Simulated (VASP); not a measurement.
# Ba2IrO4 (I4/mmm) in VASP: further runs, part 2 of 2

VASP 6.6.1. The steps go on from the part before.

**3. Single point, LDA**

This run uses another cell than the first one, of 16.00 Å³/atom.

File INCAR:

```
SYSTEM = Ba2IrO4
ALGO = Normal
EDIFF = 1E-6
ENCUT = 520
GGA = CA
ISIF = 2
ISMEAR = -1
LASPH = .TRUE.
LCHARG = .TRUE.
LELF = .TRUE.
LREAL = .FALSE.
LVHAR = .TRUE.
LWAVE = .FALSE.
NBANDS = 36
NELM = 100
PREC = Accurate
SIGMA = 0.1
```

File KPOINTS:

```
k-points
0
G
  9 9 9
  0 0 0
```

File POSCAR:

```
Ba2IrO4
1.0
   -2.0332063756      2.0332063756      6.7739093445
    2.0332063756     -2.0332063756      6.7739093445
    2.0332063756      2.0332063756     -6.7739093445
Ba Ir O
2 1 4
Direct
    0.3549070000      0.3549070000      0.0000000000
    0.6450930000      0.6450930000      0.0000000000
    0.0000000000      0.0000000000      0.0000000000
    0.5000000000      0.0000000000      0.5000000000
    0.1542060000      0.1542060000      0.0000000000
    0.8457940000      0.8457940000      0.0000000000
    0.0000000000      0.5000000000      0.5000000000
```

Potentials or basis: VASP PAW LDA potentials, release 64 (Ba_sv, Ir, O).

On the command line:

```sh
cat potpaw_LDA.64/Ba_sv/POTCAR potpaw_LDA.64/Ir/POTCAR potpaw_LDA.64/O/POTCAR > POTCAR
mpirun -np 1 vasp_std > vasp.out
```

OUTCAR:

```text
SYSTEM = Ba2IrO4
   EDIFF = 1E-6
   ENCUT = 520
   GGA = CA
   ISIF = 2
   ISMEAR = -1
   LASPH = .TRUE.
   LREAL = .FALSE.
   NELM = 100
   PREC = Accurate

 ion  position               nearest neighbor table
   1  0.355  0.355  0.000-   5 2.72   4 2.83   7 2.83   4 2.83   7 2.83   6 2.88   6 2.88   6 2.88
                             6 2.88   3 3.48   3 3.48   3 3.48   3 3.48   2 3.93   2 4.04   2 4.04
   2  0.645  0.645  0.000-   6 2.72   4 2.83   7 2.83   4 2.83   7 2.83   5 2.88   5 2.88   5 2.88
                             5 2.88   3 3.48   3 3.48   3 3.48   3 3.48   1 3.93   1 4.04   1 4.04
   3  0.000  0.000  0.000-   4 2.03   7 2.03   7 2.03   4 2.03   6 2.09   5 2.09   2 3.48   1 3.48
                             2 3.48   1 3.48   2 3.48   1 3.48   2 3.48   1 3.48
   4  0.500  0.000  0.500-   3 2.03   3 2.03   2 2.83   2 2.83   1 2.83   1 2.83
   5  0.154  0.154  0.000-   3 2.09   1 2.72   2 2.88   2 2.88   2 2.88   2 2.88
   6  0.846  0.846  0.000-   3 2.09   2 2.72   1 2.88   1 2.88   1 2.88   1 2.88
   7  0.000  0.500  0.500-   3 2.03   3 2.03   2 2.83   2 2.83   1 2.83   1 2.83

  LATTYP: Found a body centered tetragonal cell.
 ALAT       =     4.0664127512
 C/A-ratio  =     3.3316388468

  Lattice vectors:

 A1 = (  -2.0332063756,   2.0332063756,   6.7739093445)
 A2 = (   2.0332063756,  -2.0332063756,   6.7739093445)
 A3 = (   2.0332063756,   2.0332063756,  -6.7739093445)

Analysis of symmetry for initial positions (statically):
=====================================================================
 Subroutine PRICEL returns:
 Original cell was already a primitive cell.

 Routine SETGRP: Setting up the symmetry group for a
 body centered tetragonal supercell.

 Subroutine GETGRP returns: Found 16 space group operations
 (whereof 16 operations were pure point group operations)
 out of a pool of 16 trial point group operations.

The static configuration has the point symmetry D_4h.

Analysis of symmetry for dynamics (positions and initial velocities):
=====================================================================
 Subroutine PRICEL returns:
 Original cell was already a primitive cell.

 Routine SETGRP: Setting up the symmetry group for a
 body centered tetragonal supercell.

 Subroutine GETGRP returns: Found 16 space group operations
 (whereof 16 operations were pure point group operations)
 out of a pool of 16 trial point group operations.

The dynamic configuration has the point symmetry D_4h.

 Subroutine INISYM returns: Found 16 space group operations
 (whereof 16 operations are pure point group operations),
 and found     1 'primitive' translations

----------------------------------------------------------------------------------------

                                     Primitive cell

  volume of cell :     112.0114

  direct lattice vectors                    reciprocal lattice vectors
    -2.033206376  2.033206376  6.773909344     0.000000000  0.245916994  0.073812621
     2.033206376 -2.033206376  6.773909344     0.245916994  0.000000000  0.073812621
     2.033206376  2.033206376 -6.773909344     0.245916994  0.245916994  0.000000000

  length of vectors
     7.358920039  7.358920039  7.358920039     0.256755664  0.256755664  0.347779148

  position of ions in fractional coordinates (direct lattice)
[... 49 lines left out ...]
  0.333333  0.000000 -0.000000      8.000000
  0.444444  0.000000  0.000000      8.000000
  0.111111  0.111111  0.000000      8.000000
[... 16 lines left out ...]
 -0.333333  0.333333  0.000000      4.000000
  0.444444  0.444444 -0.000000      8.000000
 [... further k-points ...]
   k-points           NKPTS =     75   k-points in BZ     NKDIM =     75   number of bands    NBANDS=     36
   number of dos      NEDOS =    301   number of ions     NIONS =      7
   total plane-waves  NPLWV = 175616
   dimension x,y,z NGX =    56 NGY =   56 NGZ =   56
   dimension x,y,z NGXF=   112 NGYF=  112 NGZF=  112
   ions per type =               2   1   4
   NGX,Y,Z   is equivalent  to a cutoff of  12.65, 12.65, 12.65 a.u.
   NGXF,Y,Z  is equivalent  to a cutoff of  25.30, 25.30, 25.30 a.u.
 SYSTEM =  Ba2IrO4
   PREC   = accura    normal or accurate (medium, high low for compatibility)
   ISTART =      0    job   : 0-new  1-cont  2-samecut
   ICHARG =      2    charge: 1-file 2-atom 10-const
   ISPIN  =      1    spin polarized calculation?
   LNONCOLLINEAR =      F non collinear calculations
   LSORBIT =      F    spin-orbit coupling
   LASPH  =      T    aspherical Exc in radial PAW
   ENCUT  =  520.0 eV  38.22 Ry    6.18 a.u.  13.68 13.68 13.68*2*pi/ulx,y,z
   NELM   =    100;   NELMIN=  2; NELMDL= -5     # of ELM steps
   EDIFF  = 0.1E-05   stopping-criterion for ELM
   LREAL  =      F    real-space projection
   EDIFFG = 0.1E-04   stopping-criterion for IOM
   NSW    =      0    number of steps for IOM
   IBRION =     -1    ionic relax: 0-MD 1-quasi-New 2-CG
   NFREE  =      0    steps in history (QN), initial steepest desc. (CG)
   ISIF   =      2    stress and relaxation
   ISYM   =      2    0-nonsym 1-usesym 2-fastsym
   POTIM  = 0.5000    time-step for ionic-motion
   TEBEG  =    0.0;   TEEND  =   0.0 temperature during run
   PSTRESS=    0.0 pullay stress
   NELECT =      53.0000    total number of electrons
   NUPDOWN=      -1.0000    fix difference up-down
   EMIN   =  10.00;   EMAX   =-10.00  energy-range for DOS
   EFERMI =   0.00;   METHOD = LEGACY
   ISMEAR =    -1;   SIGMA  =   0.10  broadening in eV -4-tet -1-fermi 0-gaus
   EFERMI_NEDOS =   21; number of points for ismear=-14 and -15
   IALGO  =     38    algorithm
   IMIX   =      4    mixing-type and parameters
     AMIX     =   0.40;   BMIX     =  1.00
     AMIX_MAG =   1.60;   BMIX_MAG =  1.00
  volume/ion in A,a.u.               =      16.00       107.98
  Fermi-wavevector in a.u.,A,eV,Ry     =   1.275693  2.410709 22.142006  1.627392
  Thomas-Fermi vector in A             =   2.408391
   LORBIT       =      0    0 simple, 1 ext, 2 COOP (PROOUT), +10 PAW based schemes
   GGA     = CA    functional components
   LHFCALC =     F    Hartree Fock is set to
   AEXX    =    0.0000 exact exchange contribution
   IVDW    =     0    specifies the selected vdW correction
   LEPSILON=     F    determine dielectric tensor
   LRPA    =     F    only Hartree local field effects (RPA)
 non-spin polarized calculation
  energy-cutoff  :      520.00
  volume of cell :      112.01
 maximum number of plane-waves:      3045
   NGX = 27   NGY = 27   NGZ = 27

 number of electron      52.9999998 magnetization

 Free energy of the ion-electron system (eV)
  ---------------------------------------------------
  ext. energy  EPLUGINS =         0.00000000
  ---------------------------------------------------
  free energy    TOTEN  =       -51.44024092 eV

  energy without entropy =      -51.31074021  energy(sigma->0) =      -51.37549057

 E-fermi :   3.7418     XC(G=0): -10.9983

 val. band max:        3.7382922440   @ k =  -0.4444   0.3333  -0.0000
 cond. band min:       3.7418977258   @ k =   0.3333   0.2222   0.1111
 fundamental gap:      0.0036054818
 Fermi energy:         3.7417537927

 k-point     1 :       0.0000    0.0000    0.0000
  band No.  band energies     occupation
      1     -22.8784      2.00000
      2     -22.6855      2.00000
      3     -15.3108      2.00000
      4     -14.5628      2.00000
      5     -13.1812      2.00000
      6     -12.9247      2.00000
[... 925 lines left out ...]
     35      10.6491      0.00000
     36      11.5306      0.00000

 [... further k-points ...]

------------------------ aborting loop because EDIFF is reached ----------------------------------------

  FORCE on cell =-STRESS in cart. coord.  units (eV):
  Direction    XX          YY          ZZ          XY          YZ          ZX
  --------------------------------------------------------------------------------------
  -------------------------------------------------------------------------------------
  Total       -6.4478600     -6.4478600     -6.8836342      0.0000000      0.0000000     -0.0000000
  in kB      -92.2282326    -92.2282326    -98.4614142      0.0000000      0.0000000     -0.0000000
  external PRESSURE =     -94.3059598 kB  Pullay stress =       0.0000000 kB

 VOLUME and BASIS-vectors are now :
 -----------------------------------------------------------------------------
  energy-cutoff  :      520.00
  volume of cell :      112.01
      direct lattice vectors                 reciprocal lattice vectors
    -2.033206376  2.033206376  6.773909344     0.000000000  0.245916994  0.073812621
     2.033206376 -2.033206376  6.773909344     0.245916994  0.000000000  0.073812621
     2.033206376  2.033206376 -6.773909344     0.245916994  0.245916994  0.000000000

 POSITION                                       TOTAL-FORCE (eV/Angst)
 -----------------------------------------------------------------------------------
      0.00000      0.00000      4.80822         0.000000      0.000000      0.225336
      0.00000      0.00000      8.73960        -0.000000     -0.000000     -0.225336
      0.00000      0.00000      0.00000         0.000000      0.000000     -0.000000
      0.00000      2.03321      0.00000         0.000000      0.000000     -0.000000
      0.00000      0.00000      2.08915        -0.000000     -0.000000     -0.396264
      0.00000      0.00000     11.45866        -0.000000     -0.000000      0.396264
      2.03321      0.00000      0.00000         0.000000      0.000000      0.000000
 -----------------------------------------------------------------------------------
    total drift:                               -0.000000     -0.000000      0.000000

  FREE ENERGIE OF THE ION-ELECTRON SYSTEM (eV)
  ---------------------------------------------------
  free  energy   TOTEN  =       -51.4402409200 eV

  energy  without entropy=      -51.3107402137  energy(sigma->0) =      -51.37549057
```

Wall time 20 min (1 thread of Oxide Virtual Turin-like, shared host); peak memory 0.47 GiB.

What came out:

- Free energy: -51.4402 eV
- Pressure: -9.4 GPa
- Largest force: 0.396 eV/Å
- Band gap on the k mesh: zero (an odd number of electrons rules out a gap without spin polarisation)

Forces on the atoms (eV/Å):
```
Ba   0.000  0.000  0.225
Ba   0.000  0.000 -0.225
Ir   0.000  0.000  0.000
O    0.000  0.000  0.000
O    0.000  0.000 -0.396
O    0.000  0.000  0.396
O    0.000  0.000  0.000
```

Caveat: the cell stands under tension; spin-orbit coupling is left out, which moves the levels of the heavy elements; an odd number of electrons without spin polarisation forces a metal; a magnetic or distorted state may lie lower.
